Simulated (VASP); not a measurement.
# ZnS: single point with r2SCAN

Crystal: ZnS.

```
Zn S
1.0
     0.00000    2.92102    2.48828
     2.92102    0.00000    2.48828
     2.92102    2.92102    0.00000
Zn S
1 1
Direct
  0.00000 0.00000 0.00000
  0.75000 0.75000 0.75000
```

This cell differs from its parent crystal: strain +0.080 along x and y, -0.080 along z.

| Property | Result |
| --- | --- |
| Program | VASP 6.6.1 |
| Task | single point |
| Functional | r2SCAN |
| Potentials or basis | VASP PAW PBE potentials, release 64 (Zn, S) |
| Cutoff | 520 eV |
| k mesh | 8 × 8 × 8 |
| Occupations | gaussian, width 0.05 eV |
| Spin | no spin polarisation |

```json
{
 "Pressure": "-5.9 GPa",
 "Band gap on the k mesh": "2.01 eV"
}
```

Stress tensor (GPa, compression positive):
```
-7.72  0.00  0.00
 0.00 -7.72  0.00
 0.00  0.00 -2.17
```

Levels at points of the mesh, in eV from the valence-band top:
| k point | band 5 | band 6 | band 7 | band 8 | band 9 | band 10 | band 11 | band 12 | band 13 | band 14 |
| --- | --- | --- | --- | --- | --- | --- | --- | --- | --- | --- |
| (0.00, 0.00, 0.00) | -6.05 | -6.03 | -0.40 | -0.40 | 0.00 | 2.01 | 6.83 | 6.89 | 6.89 | 10.74 |
| (0.50, 0.00, 0.00) | -5.99 | -5.88 | -5.05 | -1.38 | -0.67 | 3.15 | 6.60 | 8.18 | 9.03 | 11.94 |
| (0.50, 0.50, 0.00) | -5.95 | -5.72 | -3.89 | -2.72 | -2.72 | 3.19 | 3.31 | 11.82 | 11.82 | 12.01 |
| (0.50, 0.00, 0.50) | -6.02 | -5.93 | -4.80 | -2.04 | -1.76 | 3.95 | 4.82 | 10.20 | 10.98 | 11.74 |

It took 5.6 min on 1 thread of Intel Xeon 8259CL, on a shared host, peak memory 0.19 GiB.

Caveat: the cell differs from its parent crystal (strain +0.080 along x and y, -0.080 along z); the cell stands under tension; the PAW data sets were made with another functional, which shifts forces and pressure a little.
